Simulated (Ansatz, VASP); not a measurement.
**Te2Mo in VASP and in Ansatz**

The input POSCAR:

```
Te2Mo
1.0
    3.6070833553      0.0000000000      0.0000000000
   -1.8035416776      3.1238258192      0.0000000000
    0.0000000000      0.0000000000     17.7546639734
Te Mo
2 1
Direct
    0.3333333333      0.6666666667      0.1021445500
    0.3333333333      0.6666666667      0.8978554500
    0.0000000000      0.0000000000      0.0000000000
```

Contents of INCAR.step1:

```
ALGO = Normal
EDIFF = 1E-4
ENCUT = 520
GGA = PE
ISMEAR = -1
LASPH = T
LCHARG = F
LREAL = F
LWAVE = T
NBANDS = 20
NELM = 60
PREC = Accurate
SIGMA = 0.05
```

The input INCAR.step2:

```
ALGO = Normal
EDIFF = 1E-6
ENCUT = 520
ISIF = 2
ISMEAR = -1
ISTART = 1
LASPH = T
LCHARG = T
LELF = T
LMIXTAU = T
LREAL = F
LVHAR = T
LWAVE = F
METAGGA = R2SCAN
NBANDS = 20
NELM = 60
PREC = Accurate
SIGMA = 0.05
```

KPOINTS

```
k-points
0
Gamma
  9 9 2
```

File input.yaml:

```yaml
crystal:
  lattice:
    - [3.6070833553, 0.0, 0.0]
    - [-1.8035416776, 3.1238258192, 0.0]
    - [0.0, 0.0, 17.7546639734]
  atoms:
    - { symbol: Te, position: [0.3333333333, 0.6666666667, 0.10214455] }
    - { symbol: Te, position: [0.3333333333, 0.6666666667, 0.89785545] }
    - { symbol: Mo, position: [0.0, 0.0, 0.0] }
hamiltonian:
  xc: r2scan
  pseudopotentials: { kind: paw }
kpoints:
  mp_grid: { grid: [9, 9, 2] }
scf:
  occupations: { method: fermi_dirac, width: 0.05 }
output:
  forces: true
  stress: true
  eigenvalues: true
  write_density: true
  write_potential: true
  elf: true
  volumetric_format: npy
```

Alike in both runs: task single point; functional r2SCAN; k mesh 9 × 9 × 2; occupations fermi-dirac, width 0.05 eV; no spin polarisation.

|  | VASP | Ansatz |
| --- | --- | --- |
| version | VASP 6.6.1 | Ansatz 0.2.0 |
| potentials or method | VASP PAW PBE potentials, release 64 (Te, Mo_sv) | Ansatz PAW |
| plane-wave cutoff (eV) | 520 | 500 |
| valence electrons in the cell | 26 | 46 |

Ansatz gave:

```
gap on the k mesh at the Fermi level (eV) : 1.06
least direct gap on the mesh (eV)         : 1.06
rms of the force components (eV/Å)        : 0.256
```

**Question.** What did VASP give for the same quantities?

**Answer.** gap on the k mesh at the Fermi level (eV): 1.06; least direct gap on the mesh (eV): 1.06; rms of the force components (eV/Å): 0.245.

VASP's potentials were made for PBE, not for r2SCAN. Atom by atom the forces differ by 0.011 eV/Å (rms over components). With one functional, cell and mesh, what is left measures potentials, basis and numerics. VASP's potentials hold 26 valence electrons a cell and Ansatz's 46, so a difference there can come from the potentials and not from the codes.

Spin-orbit coupling is off throughout. Noted on Ansatz's run: odd divisions of the mesh miss points on the zone boundary, where band edges often lie, so the gap on the mesh can be too wide.
